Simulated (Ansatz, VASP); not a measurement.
## One calculation of Ge, two programs

INCAR

```
SYSTEM = Ge
AGGAC = 1.0 ; AGGAX = 1.0
ALDAC = 0.0 ; ALDAX = 1.0
ALGO = Normal ; EDIFF = 1E-7
ENCUT = 520 ; GGA = B5
ISIF = 2 ; ISMEAR = 1
ISPIN = 2 ; LASPH = .True.
LCHARG = .False. ; LORBIT = 11
LREAL = .False. ; LWAVE = .False.
MAGMOM = 0.5 -0.5 ; NBANDS = 25
NELM = 150 ; PREC = Accurate
SIGMA = 0.05
```

Contents of KPOINTS:

```
k-points
0
Gamma
  8 8 8
  0 0 0
```

Contents of POSCAR:

```
Ge
1.0
    0.0000000000      2.7711609388      2.7711609388
    2.7711609388      0.0000000000      2.7711609388
    2.7711609388      2.7711609388      0.0000000000
Ge
2
Direct
    0.7500000000      0.7500000000      0.7500000000
    0.5000000000      0.5000000000      0.5000000000
```

Contents of input.yaml:

```yaml
crystal:
  lattice:
    - [0.0, 2.7711609388, 2.7711609388]
    - [2.7711609388, 0.0, 2.7711609388]
    - [2.7711609388, 2.7711609388, 0.0]
  atoms:
    - { symbol: Ge, position: [0.75, 0.75, 0.75], spin: 0.5 }
    - { symbol: Ge, position: [0.5, 0.5, 0.5], spin: -0.5 }
kpoints:
  mp_grid: { grid: [8, 8, 8] }
scf:
  occupations: { method: cold, width: 0.05 }
hamiltonian:
  xc: blyp
  pseudopotentials:
    kind: all_electron
    lapw: { basis_error: 0.001 }
    relativity: none
magnetization:
  spin_polarized: true
output:
  forces: true
  stress: true
  eigenvalues: true
```

Change from the starting cell: volume scaled by 0.94.

Alike in both runs: task single point; functional BLYP; k mesh 8 × 8 × 8; collinear spin.

```csv
,VASP,Ansatz
version,VASP 6.6.1,Ansatz 0.2.0
potentials or method,"VASP PAW PBE potentials, release 64 (Ge_d), cutoff 520 eV","all-electron LAPW, non-relativistic"
occupations,"methfessel-paxton of order 1, width 0.05 eV","cold, width 0.05 eV"
```

```csv
,VASP,Ansatz,Ansatz less VASP
gap on the k mesh at the Fermi level (eV),0.36,0.70,+0.339
least direct gap on the mesh (eV),0.40,1.11,+0.707
pressure (GPa),13.2,13.7,+0.50
net moment per atom (μB),0.00,0.00,0.000
```

VASP's potentials were made for PBE, not for BLYP. Ansatz ran all-electron here, and VASP with PAW potentials.

A gap of «none» marks a metal or a gap under the smearing width.
